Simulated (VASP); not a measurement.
Input of a VASP 6.6.1 run:

File INCAR:

```
PREC = Accurate ; ENCUT = 520
EDIFF = 1E-6 ; ISMEAR = 0
SIGMA = 0.02 ; LREAL = F
LASPH = T ; NELM = 100
ALGO = Normal ; ISIF = 2
LWAVE = F ; LCHARG = F
GGA = PE ; NBANDS = 35
```

Contents of KPOINTS:

```
Automatic mesh
0
Gamma
  6 6 4
```

POSCAR

```
CdF2
1.0
    2.7002901968      2.7002901968      0.0000000000
   -2.7002901968      2.7002901968      0.0000000000
    0.0000000000      0.0000000000      5.8103646229
Cd F
2 4
Direct
    0.0000000000      0.0000000000      0.0000000000
    0.5000000000      0.5000000000      0.5000000000
    0.0000000000      0.5000000000      0.7500000000
    0.5000000000      0.0000000000      0.7500000000
    0.5000000000      0.0000000000      0.2500000000
    0.0000000000      0.5000000000      0.2500000000
```

Potentials or basis: VASP PAW PBE potentials, release 64 (Cd, F).

Run with:

```console
$ cat potpaw_PBE.64/Cd/POTCAR potpaw_PBE.64/F/POTCAR > POTCAR
$ mpirun -np 1 vasp_std > vasp.out
```

Question: Estimate the band gap on the k mesh.

Answer: 2.64 eV.

Question: Estimate the pressure.

Answer: -2.1 GPa.

Stress tensor (GPa, compression positive):
```
 0.38  0.00  0.00
 0.00  0.38  0.00
 0.00  0.00 -7.11
```

Caveat: the cell differs from its parent crystal (uniaxial strain along c: +6.0 %, then relaxed in part). A k mesh can miss the band edges.
